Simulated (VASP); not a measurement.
Set up this calculation in VASP 6.6.1, as the native input.

| Quantity | Value |
| --- | --- |
| Task | single point |
| Functional | PBE |
| Dispersion | D3(BJ) |
| Potentials or basis | VASP PAW PBE potentials, release 64 (Zn, S) |
| Cutoff | 520 eV |
| k mesh | 12 × 12 × 2 |
| Occupations | gaussian, width 0.05 eV |
| Spin | no spin polarisation |
| Dipole correction | no |
| Further INCAR settings | ALGO = Normal; EDIFF = 1e-06; NBANDS = 46; ISYM = 0 |

The structure of ZnS lies in POSCAR:

```
ZnS
1.0
    3.7890225917      0.0000000000      0.0000000000
   -1.8945112959      3.2813898200      0.0000000000
    0.0000000000      0.0000000000     12.2125182732
Zn S
4 4
Direct
    0.0000000000      0.0000000000      0.0000503469
    0.0000000000      0.0000000000      0.5000503469
    0.3333333333      0.6666666667      0.2500245137
    0.6666666667      0.3333333333      0.7500245137
    0.0000000000      0.0000000000      0.1872896978
    0.0000000000      0.0000000000      0.6872896978
    0.3333333333      0.6666666667      0.4376354415
    0.6666666667      0.3333333333      0.9376354415
```

One way to write it, as run:

INCAR

```
PREC = Accurate
ENCUT = 520
EDIFF = 1E-6
ISMEAR = 0
SIGMA = 0.05
LREAL = False
LASPH = True
NELM = 60
ALGO = Normal
ISIF = 2
LWAVE = False
LCHARG = False
GGA = PE
IVDW = 12
ISYM = 0
NBANDS = 46
```

KPOINTS

```
Automatic mesh
0
Gamma
  12 12 2
```

Potentials or basis: VASP PAW PBE potentials, release 64 (Zn, S).

Command:

```bash
$ cat potpaw_PBE.64/Zn/POTCAR potpaw_PBE.64/S/POTCAR > POTCAR
$ mpirun -np 1 vasp_std > vasp.out
```

It gave:

```json
{
  "Pressure": "2.1 GPa",
  "Largest force": "0.127 eV/Å",
  "Band gap on the k mesh": "2.34 eV",
  "Dispersion energy per atom": "-0.321 eV"
}
```

Caveat: three body term missing.

Wall time 20 min on 1 thread of Oxide Virtual Turin-like Processor, with other jobs on the host, peak memory 0.76 GiB.
